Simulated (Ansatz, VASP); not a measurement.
## Ta in VASP and in Ansatz

The input INCAR:

```
SYSTEM = Ta
PREC = Accurate
ENCUT = 520
EDIFF = 1E-6
ISMEAR = -1
SIGMA = 0.1
LREAL = .FALSE.
LASPH = .TRUE.
NELM = 80
ALGO = Normal
ISIF = 2
LWAVE = .FALSE.
LCHARG = .FALSE.
GGA = CA
NBANDS = 12
```

KPOINTS

```
regular mesh
0
G
  13 13 13
  0 0 0
```

File POSCAR:

```
Ta
1.0
    2.6101912377      0.0000000000      0.0000000000
    0.0000000000      2.6101912377      0.0000000000
    0.0000000000      0.0000000000      2.6101912377
Ta
1
Direct
    0.0000000000      0.0000000000      0.0000000000
```

Input for Ansatz:

```yaml
crystal:
  lattice:
    - [2.6101912377, 0.0, 0.0]
    - [0.0, 2.6101912377, 0.0]
    - [0.0, 0.0, 2.6101912377]
  atoms:
    - { symbol: Ta, position: [0.0, 0.0, 0.0] }
hamiltonian:
  xc: lda
  pseudopotentials:
    kind: paw
    azcp:
      Ta: "pseudopotentials/Ta.paw.azcp"
basis:
  ecutwfc: 420
  fft_grid_basis: typed
kpoints:
  mp_grid: { grid: [13, 13, 13], shift: [0, 0, 0] }
magnetization:
  spin_polarized: false
scf:
  occupations: { method: fermi_dirac, width: 0.1 }
  lower_state_search: "off"
output:
  stress: true
  write_density: true
  write_potential: true
  elf: true
  volumetric_format: npy
```

Alike in both runs: task single point; functional LDA; k mesh 13 × 13 × 13; occupations fermi-dirac, width 0.1 eV; no spin polarisation.

|  | VASP | Ansatz |
| --- | --- | --- |
| version | VASP 6.6.1 | Ansatz 0.2.0 |
| potentials or method | VASP PAW LDA potentials, release 64 (Ta_pv), cutoff 520 eV | plane waves (420 eV) with PAW, scalar-relativistic |
| valence electrons in the cell | 11 | 13 |

|  | VASP | Ansatz | Ansatz less VASP |
| --- | --- | --- | --- |
| pressure (GPa) | 16.8 | 15.9 | -0.96 |

Ansatz warns that its potentials were made for another functional, while VASP's fit it. LDA's correlation is that of Perdew and Zunger in VASP and of Perdew and Wang (1992) in Ansatz. VASP's potentials hold 11 valence electrons a cell and Ansatz's 13, so a difference there can come from the potentials and not from the codes.

Neither program's run includes spin-orbit coupling.
